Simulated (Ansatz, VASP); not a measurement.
# One calculation of Re, two programs

```
Re
1.0
     2.76080    0.00000    0.00000
    -1.38040    2.39092    0.00000
     0.00000    0.00000    4.45820
Re
2
Direct
  0.33333 0.66667 0.25000
  0.66667 0.33333 0.75000
```

Alike in both runs: task relaxation of cell and atoms; functional PBE; k mesh 18 × 18 × 10; occupations gaussian, width 0.1 eV; no spin polarisation.

|  | VASP | Ansatz |
| --- | --- | --- |
| version | VASP 6.6.1 | Ansatz 0.2.0 |
| potentials or method | VASP PAW PBE potentials, release 64 (Re), cutoff 600 eV | scalar-relativistic, plane waves, PAW |
| valence electrons in the cell | 14 | 30 |

|  | VASP | Ansatz | Ansatz less VASP |
| --- | --- | --- | --- |
| gap on the k mesh at the Fermi level, each at its own relaxed structure (eV) | none | none | - |
| relaxed volume (Å³/atom) | 14.94 | 14.95 | +0.015 |
| relaxed cell length with the largest relative difference (Å) | 4.482 | 4.484 | +0.0025 |

A gap of «none» marks a metal or a gap that the smearing closes. VASP's potentials hold 14 valence electrons a cell and Ansatz's 30, so a difference there can come from the potentials and not from the codes.

Neither program's run includes spin-orbit coupling.
